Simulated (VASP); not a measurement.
BiTe, 2 atoms in the cell. It takes space group Fm-3m (No. 225, cubic). The conventional cell has a = 6.374 Å, b = 6.374 Å, c = 6.374 Å, α = 90.00°, β = 90.00°, γ = 90.00°. Bi (site symmetry m-3m) has 6 Te at 3.19 Å within 4.2 Å. Te (site symmetry m-3m) has 6 Bi at 3.19 Å within 4.2 Å. 

* Program: VASP 6.6.1
* Task: relaxation of cell and atoms
* Functional: LDA
* Potentials or basis: VASP PAW LDA potentials, release 64 (Bi_d, Te)
* Cutoff: 600 eV
* k mesh: 9 × 9 × 9
* Occupations: methfessel-paxton, width 0.01 eV
* Spin: collinear spin
* Starting moments: [4.0, -1.0] μB
* Dipole correction: no
* Further INCAR settings: ALGO = Normal; EDIFF = 1e-07; IBRION = 2; EDIFFG = -0.005; NSW = 100; ISIF = 3

Potentials or basis: VASP PAW LDA potentials, release 64 (Bi_d, Te).

The run is started by

```sh
$ cat potpaw_LDA.64/Bi_d/POTCAR potpaw_LDA.64/Te/POTCAR > POTCAR
$ mpirun -np 1 vasp_std > vasp.out
```

Hardware: 1 thread of Intel Xeon 6975P-C (shared host).

Question: Estimate the wall time of this run.

Answer: Wall time 3.3 min on 1 thread of Intel Xeon 6975P-C, on a shared host, peak memory 0.24 GiB. Counts: scf iterations 31, k points 35, ion steps 3.
